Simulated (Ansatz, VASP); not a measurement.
# Two plane-wave programs on InSb3

```
Sb In
1.0
     0.00000    3.71709    3.71709
     3.71709    0.00000    3.71709
     3.71709    3.71709    0.00000
Sb In
3 1
Cartesian
  3.7171 3.7171 3.7171
  5.5756 5.5756 5.5756
  1.8585 1.8585 1.8585
  0.0000 0.0000 0.0000
```

Alike in both runs: task single point; functional r2SCAN; k mesh 6 × 6 × 6; occupations fermi-dirac, width 0.05 eV; no spin polarisation.

|  | VASP | Ansatz |
| --- | --- | --- |
| version | VASP 6.6.1 | Ansatz 0.2.0 |
| potentials or method | VASP PAW PBE potentials, release 64 (Sb, In_d) | Ansatz PAW |
| plane-wave cutoff (eV) | 520 | 500 |
| valence electrons in the cell | 28 | 58 |

```csv
,VASP,Ansatz,Ansatz less VASP
gap on the k mesh at the Fermi level (eV),none,none,-
pressure (GPa),2.6,2.6,+0.02
```

VASP's potentials were made for PBE, not for r2SCAN. A gap of «none» marks a metal or a gap that the smearing closes. VASP's potentials hold 28 valence electrons a cell and Ansatz's 58, so a difference there can come from the potentials and not from the codes.

Neither program's run includes spin-orbit coupling.
